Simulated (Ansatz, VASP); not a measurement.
# Si3Ge in VASP and in Ansatz

```
CELL_PARAMETERS angstrom
3.91312 2.25924 3.19364
-3.91312 2.25924 3.19364
0.00000 -4.51848 3.19364
ATOMIC_POSITIONS crystal
Si 0.62204 0.12800 0.62204
Si 0.37796 0.37796 0.87200
Si 0.87200 0.37796 0.37796
Si 0.37796 0.87200 0.37796
Si 0.12800 0.62204 0.62204
Si 0.62204 0.62204 0.12800
Ge 0.87187 0.87187 0.87187
Ge 0.12813 0.12813 0.12813
```

Alike in both runs: functional PBE; k mesh 6 × 6 × 6; occupations gaussian, width 0.02 eV; no spin polarisation.

Ansatz relaxed the structure, and its values are those at the end. VASP's run is a single point on that final structure, the one shown.

|  | VASP | Ansatz |
| --- | --- | --- |
| version | VASP 6.6.1 | Ansatz 0.2.0 |
| potentials or method | VASP PAW PBE potentials, release 64 (Si, Ge_d), cutoff 520 eV | scalar-relativistic, plane waves, PAW |
| valence electrons in the cell | 52 | 52 |

|  | VASP | Ansatz | Ansatz less VASP |
| --- | --- | --- | --- |
| gap on the k mesh at the Fermi level (eV) | 0.44 | 0.44 | -0.002 |
| least direct gap on the mesh (eV) | 0.44 | 0.44 | -0.002 |
| pressure (GPa) | -0.1 | 0.0 | +0.08 |
